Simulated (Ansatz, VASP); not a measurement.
**Two plane-wave programs on Al2GaP3**

File INCAR:

```
ALGO = Normal
EDIFF = 1E-7
EDIFFG = -0.04
ENCUT = 600
GGA = PE
IBRION = 2
ISIF = 3
ISMEAR = 0
LASPH = True
LCHARG = False
LREAL = False
LWAVE = False
NELM = 60
NSW = 90
PREC = Accurate
SIGMA = 0.1
```

The input KPOINTS:

```
k-points
0
Gamma
  6 6 1
```

POSCAR

```
Al2GaP3
1.0
    3.7214046500      0.0000000000      0.0000000000
   -1.8607023300      3.2228309700      0.0000000000
    0.0000000000      0.0000000000     18.3247166700
Al Ga P
4 2 6
Direct
    0.3333333300      0.6666666700      0.0000230000
    0.3333333300      0.6666666700      0.6666896700
    0.6666666700      0.3333333300      0.1666896700
    0.6666666700      0.3333333300      0.5000230000
    0.3333333300      0.6666666700      0.3333563300
    0.6666666700      0.3333333300      0.8333563300
    0.3333333300      0.6666666700      0.1249770000
    0.3333333300      0.6666666700      0.4583103400
    0.3333333300      0.6666666700      0.7916436700
    0.6666666700      0.3333333300      0.2916436700
    0.6666666700      0.3333333300      0.6249770000
    0.6666666700      0.3333333300      0.9583103400
```

Input for Ansatz:

```yaml
crystal:
  lattice:
    - [3.72140465, 0.0, 0.0]
    - [-1.86070233, 3.22283097, 0.0]
    - [0.0, 0.0, 18.32471667]
  atoms:
    - { symbol: Al, position: [0.33333333, 0.66666667, 2.3e-05] }
    - { symbol: Al, position: [0.33333333, 0.66666667, 0.66668967] }
    - { symbol: Al, position: [0.66666667, 0.33333333, 0.16668967] }
    - { symbol: Al, position: [0.66666667, 0.33333333, 0.500023] }
    - { symbol: Ga, position: [0.33333333, 0.66666667, 0.33335633] }
    - { symbol: Ga, position: [0.66666667, 0.33333333, 0.83335633] }
    - { symbol: P, position: [0.33333333, 0.66666667, 0.124977] }
    - { symbol: P, position: [0.33333333, 0.66666667, 0.45831034] }
    - { symbol: P, position: [0.33333333, 0.66666667, 0.79164367] }
    - { symbol: P, position: [0.66666667, 0.33333333, 0.29164367] }
    - { symbol: P, position: [0.66666667, 0.33333333, 0.624977] }
    - { symbol: P, position: [0.66666667, 0.33333333, 0.95831034] }
basis:
  ecutwfc: 420
kpoints:
  mp_grid: { grid: [6, 6, 1] }
hamiltonian:
  xc: pbe
scf:
  occupations: { method: gaussian, width: 0.1 }
  lower_state_search: "off"
output:
  forces: true
  stress: true
  eigenvalues: true
relax:
  adjacent_minimum: "off"
  f_tol: 0.04
  max_steps: 70
  cell: { stress_tol: 0.4 }
```

Alike in both runs: task relaxation of cell and atoms; functional PBE; k mesh 6 × 6 × 1; occupations gaussian, width 0.1 eV; no spin polarisation.

|  | VASP | Ansatz |
| --- | --- | --- |
| version | VASP 6.6.1 | Ansatz 0.2.0 |
| potentials or method | VASP PAW PBE potentials, release 64 (Al, Ga_d, P), cutoff 600 eV | scalar-relativistic, plane waves, PAW |
| valence electrons in the cell | 68 | 68 |

Ansatz gave:

- gap on the k mesh at the Fermi level, each at its own relaxed structure (eV): 1.51
- relaxed volume (Å³/atom): 20.87
- relaxed cell length with the largest relative difference (Å): 19.172

Which values does VASP return?

gap on the k mesh at the Fermi level, each at its own relaxed structure (eV): 1.52; relaxed volume (Å³/atom): 20.83; relaxed cell length with the largest relative difference (Å): 19.148.
